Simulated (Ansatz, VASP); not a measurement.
# Two plane-wave programs on Ta

The input INCAR:

```
SYSTEM = Ta
PREC = Accurate
ENCUT = 520
EDIFF = 1E-7
ISMEAR = 0
SIGMA = 0.15
LREAL = .FALSE.
LASPH = .TRUE.
NELM = 60
ALGO = Normal
ISIF = 2
LWAVE = .FALSE.
LCHARG = .FALSE.
GGA = PE
NBANDS = 12
```

Contents of KPOINTS:

```
regular mesh
0
G
  18 18 18
  0 0 0
```

POSCAR

```
Ta
1.0
   -1.7963909633      1.6594835689      1.6594835689
    1.7963909633     -1.6594835689      1.6594835689
    1.7963909633      1.6594835689     -1.6594835689
Ta
1
Direct
    0.0000000000      0.0000000000      0.0000000000
```

Input for Ansatz:

```yaml
crystal:
  lattice:
    - [-1.7963909633, 1.6594835689, 1.6594835689]
    - [1.7963909633, -1.6594835689, 1.6594835689]
    - [1.7963909633, 1.6594835689, -1.6594835689]
  atoms:
    - { symbol: Ta, position: [0.0, 0.0, 0.0] }
basis:
  ecutwfc: 420
kpoints:
  mp_grid: { grid: [18, 18, 18] }
hamiltonian:
  xc: pbe
  pseudopotentials: { kind: paw, azcp: { folder: soft_1 } }
scf:
  occupations: { method: gaussian, width: 0.15 }
output:
  forces: true
  stress: true
  eigenvalues: true
```

Change from the starting cell: normal strain along x +0.0825, normal strain along z +0.0000.

Alike in both runs: task single point; functional PBE; k mesh 18 × 18 × 18; occupations gaussian, width 0.15 eV; no spin polarisation.

|  | VASP | Ansatz |
| --- | --- | --- |
| version | VASP 6.6.1 | Ansatz 0.2.0 |
| potentials or method | VASP PAW PBE potentials, release 64 (Ta_pv), cutoff 520 eV | scalar-relativistic, plane waves, PAW |
| valence electrons in the cell | 11 | 13 |

|  | VASP | Ansatz | Ansatz less VASP |
| --- | --- | --- | --- |
| gap on the k mesh at the Fermi level (eV) | none | none | - |
| pressure (GPa) | -12.7 | -12.7 | +0.02 |
| traceless stress, the component that is largest in VASP (GPa) | -3.94 | -3.93 | +0.004 |

A gap of «none» marks a metal or a gap that the smearing closes. With one functional, cell and mesh, what is left measures potentials, basis and numerics. VASP's potentials hold 11 valence electrons a cell and Ansatz's 13, so a difference there can come from the potentials and not from the codes.

Neither program's run includes spin-orbit coupling.
